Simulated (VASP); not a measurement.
# KTaO3 (Pm-3m) in VASP: single point with PBE

Aim: the single point of KTaO3 with PBE.

All numbers are computed with VASP 6.6.1; they aren't measurements. Logs are shortened: lines on timing, memory, paths and dates and some standing lists are left out, and cuts for length are marked.

## 1. The cell of the first run

The structure is cubic, space group Pm-3m (No. 221). The conventional cell has a = 3.988 Å, b = 3.988 Å, c = 3.988 Å, α = 90.00°, β = 90.00°, γ = 90.00°. Within 3.7 Å of K (site symmetry m-3m) lie 12 O at 2.82 Å and 8 Ta at 3.45 Å. Within 2.6 Å of Ta (site symmetry m-3m) lie 6 O at 1.99 Å. O (site symmetry 4/mmm) has 2 Ta at 1.99 Å within 2.6 Å.

## 2. Single point, PBE

Contents of INCAR:

```
SYSTEM = KTaO3
PREC = Accurate
ENCUT = 600
EDIFF = 1E-6
ISMEAR = 0
SIGMA = 0.01
LREAL = .False.
LASPH = .True.
NELM = 120
ALGO = Normal
ISIF = 2
LWAVE = .False.
LCHARG = .False.
GGA = PE
NBANDS = 27
GGA_COMPAT = .False.
```

Contents of KPOINTS:

```
Automatic mesh
0
Gamma
  5 5 5
  0 0 0
```

Contents of POSCAR:

```
KTaO3
1.0
    3.9883000000      0.0000000000      0.0000000000
    0.0000000000      3.9883000000      0.0000000000
    0.0000000000      0.0000000000      3.9883000000
K Ta O
1 1 3
Direct
    0.5000000000      0.5000000000      0.5000000000
    0.0000000000      0.0000000000      0.0000000000
    0.5000000000      0.0000000000      0.0000000000
    0.0000000000      0.5000000000      0.0000000000
    0.0000000000      0.0000000000      0.5000000000
```

Potentials or basis: VASP PAW PBE potentials, release 64 (K_sv, Ta_pv, O).

Command:

```sh
> cat potpaw_PBE.64/K_sv/POTCAR potpaw_PBE.64/Ta_pv/POTCAR potpaw_PBE.64/O/POTCAR > POTCAR
> mpirun -np 1 vasp_std > vasp.out
```

OUTCAR:

```text
SYSTEM = KTaO3
   PREC = Accurate
   ENCUT = 600
   EDIFF = 1E-6
   ISMEAR = 0
   LREAL = .False.
   LASPH = .True.
   NELM = 120
   ISIF = 2
   GGA = PE

 ion  position               nearest neighbor table
   1  0.500  0.500  0.500-   3 2.82   4 2.82   5 2.82   3 2.82   4 2.82   3 2.82   5 2.82   3 2.82
                             4 2.82   5 2.82   4 2.82   5 2.82   2 3.45   2 3.45   2 3.45   2 3.45
   2  0.000  0.000  0.000-   3 1.99   4 1.99   5 1.99   5 1.99   4 1.99   3 1.99   1 3.45   1 3.45
                             1 3.45   1 3.45   1 3.45   1 3.45   1 3.45   1 3.45
   3  0.500  0.000  0.000-   2 1.99   2 1.99   1 2.82   1 2.82   1 2.82   1 2.82
   4  0.000  0.500  0.000-   2 1.99   2 1.99   1 2.82   1 2.82   1 2.82   1 2.82
   5  0.000  0.000  0.500-   2 1.99   2 1.99   1 2.82   1 2.82   1 2.82   1 2.82

  LATTYP: Found a simple cubic cell.
 ALAT       =     3.9883000000

  Lattice vectors:

 A1 = (   3.9883000000,   0.0000000000,   0.0000000000)
 A2 = (   0.0000000000,   3.9883000000,   0.0000000000)
 A3 = (   0.0000000000,   0.0000000000,   3.9883000000)

Analysis of symmetry for initial positions (statically):
=====================================================================
 Subroutine PRICEL returns:
 Original cell was already a primitive cell.

 Routine SETGRP: Setting up the symmetry group for a
 simple cubic supercell.

 Subroutine GETGRP returns: Found 48 space group operations
[... 9 lines left out ...]

 Routine SETGRP: Setting up the symmetry group for a
 simple cubic supercell.

 Subroutine GETGRP returns: Found 48 space group operations
[... 11 lines left out ...]
                                     Primitive cell

  volume of cell :      63.4400

  direct lattice vectors                    reciprocal lattice vectors
     3.988300000  0.000000000  0.000000000     0.250733395  0.000000000  0.000000000
     0.000000000  3.988300000  0.000000000     0.000000000  0.250733395  0.000000000
     0.000000000  0.000000000  3.988300000     0.000000000  0.000000000  0.250733395

  length of vectors
     3.988300000  3.988300000  3.988300000     0.250733395  0.250733395  0.250733395

  position of ions in fractional coordinates (direct lattice)
     0.500000000  0.500000000  0.500000000
     0.000000000  0.000000000  0.000000000
     0.500000000  0.000000000  0.000000000
     0.000000000  0.500000000  0.000000000
     0.000000000  0.000000000  0.500000000

  ion indices of the primitive-cell ions
   primitive index   ion index
                 1           1
                 2           2
                 3           3
                 4           4
                 5           5

----------------------------------------------------------------------------------------

 KPOINTS: Automatic mesh

Automatic generation of k-mesh.
 Grid dimensions read from file:
 generate k-points for:    5    5    5

 Generating k-lattice:

  Cartesian coordinates                     Fractional coordinates (reciprocal lattice)
     0.050146679  0.000000000  0.000000000     0.200000000  0.000000000  0.000000000
     0.000000000  0.050146679  0.000000000     0.000000000  0.200000000  0.000000000
     0.000000000  0.000000000  0.050146679     0.000000000  0.000000000  0.200000000

  Length of vectors
     0.050146679  0.050146679  0.050146679

  Shift w.r.t. Gamma in fractional coordinates (k-lattice)
     0.000000000  0.000000000  0.000000000

 Subroutine IBZKPT returns following result:
 ===========================================

 Found     10 irreducible k-points:

 Following reciprocal coordinates:
            Coordinates               Weight
  0.000000  0.000000  0.000000      1.000000
  0.200000  0.000000  0.000000      6.000000
  0.400000  0.000000  0.000000      6.000000
  0.200000  0.200000  0.000000     12.000000
  0.400000  0.200000  0.000000     24.000000
  0.400000  0.400000  0.000000     12.000000
  0.200000  0.200000  0.200000      8.000000
  0.400000  0.200000  0.200000     24.000000
  0.400000  0.400000  0.200000     24.000000
  0.400000  0.400000  0.400000      8.000000
   k-points           NKPTS =     10   k-points in BZ     NKDIM =     10   number of bands    NBANDS=     27
   number of dos      NEDOS =    301   number of ions     NIONS =      5
   total plane-waves  NPLWV =  32768
   dimension x,y,z NGX =    32 NGY =   32 NGZ =   32
   dimension x,y,z NGXF=    64 NGYF=   64 NGZF=   64
   ions per type =               1   1   3
   NGX,Y,Z   is equivalent  to a cutoff of  13.34, 13.34, 13.34 a.u.
   NGXF,Y,Z  is equivalent  to a cutoff of  26.68, 26.68, 26.68 a.u.
 SYSTEM =  KTaO3
   PREC   = accura    normal or accurate (medium, high low for compatibility)
   ISTART =      0    job   : 0-new  1-cont  2-samecut
   ICHARG =      2    charge: 1-file 2-atom 10-const
   ISPIN  =      1    spin polarized calculation?
   LNONCOLLINEAR =      F non collinear calculations
   LSORBIT =      F    spin-orbit coupling
   LASPH  =      T    aspherical Exc in radial PAW
   ENCUT  =  600.0 eV  44.10 Ry    6.64 a.u.   7.97  7.97  7.97*2*pi/ulx,y,z
   NELM   =    120;   NELMIN=  2; NELMDL= -5     # of ELM steps
   EDIFF  = 0.1E-05   stopping-criterion for ELM
   LREAL  =      F    real-space projection
   EDIFFG = 0.1E-04   stopping-criterion for IOM
   NSW    =      0    number of steps for IOM
   IBRION =     -1    ionic relax: 0-MD 1-quasi-New 2-CG
   NFREE  =      0    steps in history (QN), initial steepest desc. (CG)
   ISIF   =      2    stress and relaxation
   ISYM   =      2    0-nonsym 1-usesym 2-fastsym
   POTIM  = 0.5000    time-step for ionic-motion
   TEBEG  =    0.0;   TEEND  =   0.0 temperature during run
   PSTRESS=    0.0 pullay stress
   NELECT =      38.0000    total number of electrons
   NUPDOWN=      -1.0000    fix difference up-down
   EMIN   =  10.00;   EMAX   =-10.00  energy-range for DOS
   EFERMI =   0.00;   METHOD = LEGACY
   ISMEAR =     0;   SIGMA  =   0.01  broadening in eV -4-tet -1-fermi 0-gaus
   EFERMI_NEDOS =   21; number of points for ismear=-14 and -15
   IALGO  =     38    algorithm
   IMIX   =      4    mixing-type and parameters
     AMIX     =   0.40;   BMIX     =  1.00
     AMIX_MAG =   1.60;   BMIX_MAG =  1.00
  volume/ion in A,a.u.               =      12.69        85.62
  Fermi-wavevector in a.u.,A,eV,Ry     =   1.380008  2.607837 25.911228  1.904422
  Thomas-Fermi vector in A             =   2.504925
   LORBIT       =      0    0 simple, 1 ext, 2 COOP (PROOUT), +10 PAW based schemes
   GGA     = PE    functional components
   LHFCALC =     F    Hartree Fock is set to
   AEXX    =    0.0000 exact exchange contribution
   IVDW    =     0    specifies the selected vdW correction
   LEPSILON=     F    determine dielectric tensor
   LRPA    =     F    only Hartree local field effects (RPA)
 non-spin polarized calculation
 Gauss-broadening in eV      SIGMA  =   0.01
  energy-cutoff  :      600.00
  volume of cell :       63.44
 maximum number of plane-waves:      2139
 NGX is ok and might be reduce to    32
   NGX = 15   NGY = 15   NGZ = 15

 number of electron      37.9999990 magnetization

 Free energy of the ion-electron system (eV)
  ---------------------------------------------------
  ext. energy  EPLUGINS =         0.00000000
  ---------------------------------------------------
  free energy    TOTEN  =       -41.03329101 eV

  energy without entropy =      -41.03329101  energy(sigma->0) =      -41.03329101

 E-fermi :   1.7737     XC(G=0): -10.8737

 val. band max:        1.6899003507   @ k =   0.4000   0.4000   0.4000
 cond. band min:       3.9747228389   @ k =   0.0000   0.0000   0.0000
 fundamental gap:      2.2848224882
 Fermi energy:         1.7736972792

 k-point     1 :       0.0000    0.0000    0.0000
  band No.  band energies     occupation
      1     -32.3275      2.00000
      2     -32.3275      2.00000
      3     -32.3275      2.00000
      4     -25.5202      2.00000
      5     -15.7501      2.00000
      6     -15.0433      2.00000
[... 19 lines left out ...]
     26       9.8660      0.00000
     27       9.8660      0.00000

 k-point     2 :       0.2000    0.0000    0.0000
  band No.  band energies     occupation
      1     -32.3591      2.00000
      2     -32.3263      2.00000
      3     -32.3263      2.00000
      4     -25.5106      2.00000
      5     -15.6653      2.00000
      6     -15.0354      2.00000
[... 19 lines left out ...]
     26      10.3391      0.00000
     27      10.5121      0.00000

 k-point     3 :       0.4000    0.0000    0.0000
  band No.  band energies     occupation
      1     -32.4095      2.00000
      2     -32.3243      2.00000
      3     -32.3243      2.00000
      4     -25.4950      2.00000
      5     -15.6426      2.00000
      6     -15.0226      2.00000
[... 19 lines left out ...]
     26      11.1655      0.00000
     27      12.3416      0.00000

 k-point     4 :       0.2000    0.2000    0.0000
  band No.  band energies     occupation
      1     -32.3581      2.00000
      2     -32.3574      2.00000
      3     -32.3251      2.00000
      4     -25.5026      2.00000
      5     -15.5315      2.00000
      6     -14.8787      2.00000
[... 19 lines left out ...]
     26      10.7682      0.00000
     27      11.0239      0.00000

 k-point     5 :       0.4000    0.2000    0.0000
  band No.  band energies     occupation
      1     -32.4079      2.00000
      2     -32.3556      2.00000
      3     -32.3232      2.00000
      4     -25.4897      2.00000
      5     -15.4603      2.00000
      6     -14.8348      2.00000
[... 19 lines left out ...]
     26      11.5736      0.00000
     27      12.6425      0.00000

 k-point     6 :       0.4000    0.4000    0.0000
  band No.  band energies     occupation
      1     -32.4056      2.00000
      2     -32.4053      2.00000
      3     -32.3213      2.00000
      4     -25.4811      2.00000
      5     -15.3097      2.00000
      6     -14.3219      2.00000
[... 19 lines left out ...]
     26      12.9352      0.00000
     27      13.0992      0.00000

 k-point     7 :       0.2000    0.2000    0.2000
  band No.  band energies     occupation
      1     -32.3570      2.00000
      2     -32.3562      2.00000
      3     -32.3562      2.00000
      4     -25.4956      2.00000
      5     -15.3159      2.00000
      6     -14.7604      2.00000
[... 19 lines left out ...]
     26      11.2587      0.00000
     27      11.2587      0.00000

 k-point     8 :       0.4000    0.2000    0.2000
  band No.  band energies     occupation
      1     -32.4065      2.00000
      2     -32.3546      2.00000
      3     -32.3541      2.00000
      4     -25.4844      2.00000
      5     -15.1830      2.00000
      6     -14.7380      2.00000
[... 19 lines left out ...]
     26      11.8455      0.00000
     27      12.5590      0.00000

 k-point     9 :       0.4000    0.4000    0.2000
  band No.  band energies     occupation
      1     -32.4042      2.00000
      2     -32.4040      2.00000
      3     -32.3523      2.00000
      4     -25.4757      2.00000
      5     -14.9505      2.00000
      6     -14.2997      2.00000
[... 19 lines left out ...]
     26      12.1541      0.00000
     27      12.6442      0.00000

 k-point    10 :       0.4000    0.4000    0.4000
  band No.  band energies     occupation
      1     -32.4020      2.00000
      2     -32.4018      2.00000
      3     -32.4018      2.00000
      4     -25.4671      2.00000
      5     -14.3301      2.00000
      6     -14.2185      2.00000
[... 19 lines left out ...]
     26      13.1187      0.00000
     27      13.6026      0.00000

------------------------ aborting loop because EDIFF is reached ----------------------------------------

  FORCE on cell =-STRESS in cart. coord.  units (eV):
  Direction    XX          YY          ZZ          XY          YZ          ZX
  --------------------------------------------------------------------------------------
  -------------------------------------------------------------------------------------
  Total        2.3386665      2.3386665      2.3386665      0.0000000      0.0000000      0.0000000
  in kB       59.0629892     59.0629892     59.0629892      0.0000000      0.0000000      0.0000000
  external PRESSURE =      59.0629892 kB  Pullay stress =       0.0000000 kB

 VOLUME and BASIS-vectors are now :
 -----------------------------------------------------------------------------
  energy-cutoff  :      600.00
  volume of cell :       63.44
      direct lattice vectors                 reciprocal lattice vectors
     3.988300000  0.000000000  0.000000000     0.250733395  0.000000000  0.000000000
     0.000000000  3.988300000  0.000000000     0.000000000  0.250733395  0.000000000
     0.000000000  0.000000000  3.988300000     0.000000000  0.000000000  0.250733395

 POSITION                                       TOTAL-FORCE (eV/Angst)
 -----------------------------------------------------------------------------------
      1.99415      1.99415      1.99415         0.000000      0.000000      0.000000
      0.00000      0.00000      0.00000         0.000000      0.000000      0.000000
      1.99415      0.00000      0.00000         0.000000      0.000000      0.000000
      0.00000      1.99415      0.00000         0.000000      0.000000      0.000000
      0.00000      0.00000      1.99415         0.000000      0.000000      0.000000
 -----------------------------------------------------------------------------------
    total drift:                                0.000000      0.000000     -0.000000

  FREE ENERGIE OF THE ION-ELECTRON SYSTEM (eV)
  ---------------------------------------------------
  free  energy   TOTEN  =       -41.0332910073 eV

  energy  without entropy=      -41.0332910073  energy(sigma->0) =      -41.03329101
```

Run time: 8.9 s. Hardware: 1 thread of Intel Xeon 6975P-C (Granite Rapids), shared host; peak memory 0.18 GiB.

Results:

```
Free energy            : -41.0333 eV
Pressure               : 5.9 GPa
Band gap on the k mesh : 2.28 eV, indirect (least direct gap 2.79 eV)
```

Caveat: spin-orbit coupling is left out, which moves the levels of the heavy elements. PBE gaps usually lie below the measured ones, often by a third to a half.
